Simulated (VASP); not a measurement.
A run of VASP 6.6.1:

File POSCAR:

```
MgS
1.0
    4.0842009432      0.0000000000      0.0000000000
   -2.0421004716      3.5370217710      0.0000000000
    0.0000000000      0.0000000000      5.4798003483
Mg S
2 2
Direct
    0.3333333333      0.6666666667      0.2500000000
    0.6666666667      0.3333333333      0.7500000000
    0.6666666667      0.3333333333      0.2500000000
    0.3333333333      0.6666666667      0.7500000000
```

Contents of INCAR.step1:

```
  PREC = Accurate
  ENCUT = 520
  EDIFF = 1E-5
  ISMEAR = 0
  SIGMA = 0.01
  LREAL = False
  LASPH = True
  NELM = 80
  ALGO = Normal
  ISIF = 2
  LWAVE = True
  LCHARG = False
  GGA = PE
  NBANDS = 16
```

The input INCAR.step2:

```
  PREC = Accurate
  ENCUT = 520
  EDIFF = 1E-7
  ISMEAR = 0
  SIGMA = 0.01
  LREAL = False
  LASPH = True
  NELM = 80
  ALGO = Normal
  ISIF = 2
  LWAVE = False
  LCHARG = False
  GGA = PE
  LHFCALC = True
  HFSCREEN = 0.2079
  PRECFOCK = Normal
  ISTART = 1
  NBANDS = 16
```

Contents of KPOINTS:

```
Automatic mesh
0
Gamma
  6 6 4
```

Potentials or basis: VASP PAW PBE potentials, release 64 (Mg, S).

The run is started by

```console
$ cat potpaw_PBE.64/Mg/POTCAR potpaw_PBE.64/S/POTCAR > POTCAR
$ cp INCAR.step1 INCAR
$ mpirun -np 1 vasp_std > vasp.out
$ cp INCAR.step2 INCAR
$ mpirun -np 1 vasp_std > vasp.out
```

Hardware: 1 thread of Intel(R) Xeon(R) Platinum 8488C (Sapphire Rapids) (shared host).

Problem. How long does it take, and how much memory?

Solution. Wall time 35 min on 1 thread of Intel(R) Xeon(R) Platinum 8488C (Sapphire Rapids), with other jobs on the host, peak memory 0.33 GiB. Counts: k points 21.
